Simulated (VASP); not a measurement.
Set up this calculation in VASP 6.6.1, as the native input.

| Item | Value |
| --- | --- |
| Task | single point |
| Functional | LDA |
| Potentials or basis | VASP PAW LDA potentials, release 64 (C) |
| Cutoff | 520 eV |
| k mesh | 12 × 12 × 2 |
| Occupations | gaussian, width 0.05 eV |
| Spin | no spin polarisation |
| Dipole correction | no |
| Further INCAR settings | ALGO = Normal; EDIFF = 1e-06; NBANDS = 36 |

The structure of C lies in POSCAR:

```
C
1.0
    2.4921382545      0.0000000000      0.0000000000
   -1.2460691272      2.1582550381      0.0000000000
    0.0000000000      0.0000000000     12.2917957867
C
12
Direct
    0.0000000000      0.0000000000      0.1868599868
    0.0000000000      0.0000000000      0.6868599868
    0.0000000000      0.0000000000      0.3131400132
    0.0000000000      0.0000000000      0.8131400132
    0.3333333333      0.6666666667      0.5207718743
    0.6666666667      0.3333333333      0.0207718743
    0.3333333333      0.6666666667      0.9792281257
    0.6666666667      0.3333333333      0.4792281257
    0.3333333333      0.6666666667      0.6450609412
    0.6666666667      0.3333333333      0.1450609412
    0.3333333333      0.6666666667      0.8549390588
    0.6666666667      0.3333333333      0.3549390588
```

These files were run (other wordings do the same):

INCAR

```
SYSTEM = C
PREC     = Accurate       ! precision mode
ENCUT    = 520            ! plane-wave cutoff, eV
EDIFF    = 1E-6           ! SCF threshold, eV
ISMEAR   = 0              ! smearing method
SIGMA    = 0.05           ! smearing width, eV
LREAL    = .FALSE.        ! projectors in reciprocal space
LASPH    = .TRUE.         ! aspherical terms in the spheres
NELM     = 80             ! most SCF steps
ALGO     = Normal         ! electronic algorithm
ISIF     = 2              ! what is computed and relaxed
LWAVE    = .FALSE.        ! write WAVECAR
LCHARG   = .FALSE.        ! write CHGCAR
NBANDS   = 36             ! bands
```

KPOINTS

```
Automatic mesh
0
G
  12 12 2
  0 0 0
```

Potentials or basis: VASP PAW LDA potentials, release 64 (C).

The run is started by

```console
$ cat potpaw_LDA.64/C/POTCAR > POTCAR
$ mpirun -np 1 vasp_std > vasp.out
```

Results of the run:

The pressure is 1.7 GPa. The largest force is 0.004 eV/Å. The band gap on the k mesh is 4.50 eV, indirect (least direct gap 5.41 eV).

Wall time 35 s on 1 thread of Intel(R) Xeon(R) 6975P-C (Granite Rapids), on a shared host, peak memory 0.19 GiB.
